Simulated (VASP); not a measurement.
Runs of VASP 6.6.1 on ScF3. The structure is that of space group P4/mmm (No. 123), or close to it. The cells are those of the table. 

```tsv
cell	gap on the mesh (eV)	pressure (GPa)
a = 4.359, b = 4.359, c = 3.400 Å, 4 atoms	5.31	13.4
a = 4.632, b = 4.632, c = 3.011 Å, 4 atoms	4.42	51.0
a = 3.887, b = 3.887, c = 4.276 Å, 4 atoms	(b)	-0.4
a = 3.776, b = 3.776, c = 4.531 Å, 4 atoms	5.23	(c)
a = 3.505, b = 3.505, c = 5.258 Å, 4 atoms	3.09	28.6
a = 3.575, b = 3.575, c = 5.055 Å, 4 atoms	3.69	20.5
a = 4.126, b = 4.126, c = 3.795 Å, 4 atoms	5.90	-0.7
a = 3.676, b = 3.676, c = 4.779 Å, 4 atoms	4.49	(a)
a = 4.236, b = 4.236, c = 3.600 Å, 4 atoms	5.62	4.0
a = 4.504, b = 4.504, c = 3.184 Å, 4 atoms	4.92	30.5
```

Alike in all rows: task single point; level LDA; potentials or basis VASP PAW LDA potentials, release 64 (Sc_sv, F); no spin polarisation; k mesh 6 × 6 × 6; cutoff (eV) 520; smearing gaussian 0.05 eV.

Q: Estimate the missing entries.

A: (a) 11.1; (b) 5.84; (c) 4.3.

A k mesh can miss the band edges.
